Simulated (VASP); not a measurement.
## TiAl4Ni3: single point with PBE

Crystal: TiAl4Ni3.

```
Ti Al Ni
1.0
    -2.98969    2.98969    2.98969
     2.98969   -2.98969    2.98969
     2.98969    2.98969   -2.98969
Ti Al Ni
1 4 3
Direct
  0.00000 0.00000 0.00000
  0.00000 0.50000 0.00000
  0.50000 0.50000 0.50000
  0.00000 0.00000 0.50000
  0.50000 0.00000 0.00000
  0.50000 0.00000 0.50000
  0.50000 0.50000 0.00000
  0.00000 0.50000 0.50000
```

```yaml
Program: VASP 6.6.1
Task: single point
Functional: PBE
Potentials_or_basis: VASP PAW PBE potentials, release 64 (Ti_sv, Al, Ni)
Cutoff: 520 eV
k_mesh: 4 × 4 × 4
Occupations: gaussian, width 0.1 eV
Spin: collinear spin, ferrimagnetic start
Starting_moments: "[0.0, 0.0, 0.0, 0.0, 0.0, -2.0, -2.0, 2.0] μB"
```

The pressure is -0.4 GPa. The band gap on the k mesh is zero (filled and empty bands overlap). The net moment is 0.00 μB per cell and the valence electrons inside the program's atomic spheres are Ti 10.47; Al 0.80; Ni 9.30.

Levels at points of the mesh, in eV from the Fermi level:
Spin up:
| k point | band 24 | band 25 | band 26 | band 27 | band 28 | band 29 | band 30 | band 31 |
| --- | --- | --- | --- | --- | --- | --- | --- | --- |
| (0.00, 0.00, 0.00) | -1.37 | -1.37 | -0.72 | 0.09 | 0.09 | 0.09 | 0.24 | 0.24 |
| (0.50, 0.00, 0.00) | -0.80 | -0.74 | -0.34 | -0.31 | 0.08 | 1.38 | 1.57 | 2.42 |
| (0.00, 0.50, 0.00) | -0.80 | -0.74 | -0.34 | -0.31 | 0.08 | 1.38 | 1.57 | 2.42 |
| (0.50, 0.50, 0.50) | -0.60 | -0.35 | 0.41 | 0.41 | 0.41 | 2.66 | 2.66 | 2.66 |
Spin down:
```
           k point  band 23  band 24  band 25  band 26  band 27  band 28  band 29  band 30  band 31  band 32
(0.00, 0.00, 0.00)    -1.37    -1.37    -1.37    -0.72     0.09     0.09     0.09     0.24     0.24     3.04
(0.50, 0.00, 0.00)    -1.20    -0.80    -0.74    -0.34    -0.31     0.08     1.38     1.57     2.42     2.47
(0.00, 0.50, 0.00)    -1.20    -0.80    -0.74    -0.34    -0.31     0.07     1.38     1.57     2.42     2.47
(0.50, 0.50, 0.50)    -0.60    -0.60    -0.35     0.41     0.41     0.41     2.66     2.66     2.66     2.67
```

Run time: 3.1 min on 1 thread of AMD EPYC 7R13 Processor (Zen 3), on a shared host, peak memory 0.3 GiB.

Caveat: the k points lie up to 0.37 Å⁻¹ apart; the starting moments collapsed, and a magnetic state may lie lower.
